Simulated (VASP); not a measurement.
A run of VASP 6.6.1 is set up as follows.

File INCAR:

```
ALGO = Normal ; EDIFF = 1E-7
EDIFFG = -0.01 ; ENCUT = 600
GGA = LIBXC ; GGA_COMPAT = False
IBRION = 2 ; ISIF = 3
ISMEAR = -1 ; LASPH = True
LCHARG = False ; LIBXC1 = GGA_X_B88
LIBXC2 = GGA_C_PBE ; LREAL = False
LWAVE = False ; NELM = 120
NELMIN = 4 ; NSW = 60
PREC = Accurate ; SIGMA = 0.05
```

Contents of KPOINTS:

```
k-points
0
Gamma
  12 12 4
```

The input POSCAR:

```
BN
1.0
    2.4982400000      0.0000000000      0.0000000000
   -1.2491200000      2.1635393048      0.0000000000
    0.0000000000      0.0000000000      6.6357000000
N B
2 2
Direct
    0.6666666667      0.3333333333      0.2500000000
    0.3333333333      0.6666666667      0.7500000000
    0.6666666667      0.3333333333      0.7500000000
    0.3333333333      0.6666666667      0.2500000000
```

Potentials or basis: VASP PAW PBE potentials, release 64 (N, B).

The run is started by

```bash
$ cat potpaw_PBE.64/N/POTCAR potpaw_PBE.64/B/POTCAR > POTCAR
$ mpirun -np 1 vasp_std > vasp.out
```

Q: Estimate the relaxed cell.

A: a = 2.512 Å, b = 2.512 Å, c = 7.853 Å, α = 90.00°, β = 90.00°, γ = 120.00°.

Q: What does it give for the band gap on the k mesh?

A: 4.55 eV (least direct gap 4.68 eV).

Step by step:
| step | energy change (eV) | largest force (eV/Å) | pressure (GPa) | volume (Å³) |
| --- | --- | --- | --- | --- |
| 1 | 0.0000 | 0.0000 | 5.01 | 35.87 |
| 2 | 0.0144 | 0.0000 | -6.27 | 37.34 |
| 3 | -0.0093 | 0.0000 | 0.45 | 36.43 |
| 4 | -0.0139 | 0.0000 | 0.41 | 36.70 |
| 5 | -0.0258 | 0.0000 | 0.32 | 37.51 |
| 6 | -0.0430 | 0.0000 | 0.25 | 39.13 |
| 7 | -0.0597 | 0.0000 | 0.16 | 42.37 |
| 8 | -0.0600 | 0.0000 | 0.11 | 43.11 |
| 9 | -0.0601 | 0.0000 | 0.13 | 42.90 |
| 10 | -0.0583 | 0.0000 | -1.61 | 43.23 |
| 11 | -0.0601 | 0.0000 | 0.00 | 42.92 |

Caveat: the volume moved by over 15 % at a fixed basis, so the end points are rough; the PAW data sets were made with another functional, which shifts forces and pressure a little. A k mesh can miss the band edges.
